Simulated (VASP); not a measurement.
A run of VASP 6.6.1 is set up as follows.

Contents of INCAR:

```
  ALGO = Normal
  EDIFF = 1E-6
  EDIFFG = -0.01
  ENCUT = 600
  GGA = PE
  IBRION = 2
  ISIF = 3
  ISMEAR = 0
  LASPH = T
  LCHARG = F
  LREAL = F
  LWAVE = F
  NELM = 100
  NSW = 100
  PREC = Accurate
  SIGMA = 0.02
```

KPOINTS

```
k-points
0
Gamma
  6 6 4
```

Contents of POSCAR:

```
AlGa5P6
1.0
    6.7256190000      0.0000000000      0.0000000000
   -3.3628095000      5.8245569000      0.0000000000
    0.0000000000      0.0000000000      6.3939330000
Al Ga P
1 5 6
Direct
    0.0000000000      0.0000000000      0.4992170000
    0.3333333000      0.6666667000      0.4999590000
    0.6666667000      0.3333333000      0.4999590000
    0.0000000000      0.6666390000      0.0001440000
    0.6666390000      0.0000000000      0.0001440000
    0.3333610000      0.3333610000      0.0001440000
    0.3333333000      0.6666667000      0.8742550000
    0.0000000000      0.0000000000      0.8730110000
    0.6666667000      0.3333333000      0.8742550000
    0.0000000000      0.6669670000      0.3743040000
    0.6669670000      0.0000000000      0.3743040000
    0.3330330000      0.3330330000      0.3743040000
```

Potentials or basis: VASP PAW PBE potentials, release 64 (Al, Ga_d, P).

Run with:

```bash
$ cat potpaw_PBE.64/Al/POTCAR potpaw_PBE.64/Ga_d/POTCAR potpaw_PBE.64/P/POTCAR > POTCAR
$ mpirun -np 1 vasp_std > vasp.out
```

(1) What does it give for the band gap on the k mesh?

Answers

(1) 1.40 eV.

Caveat: the relaxation stopped at its first step, so nothing moved.
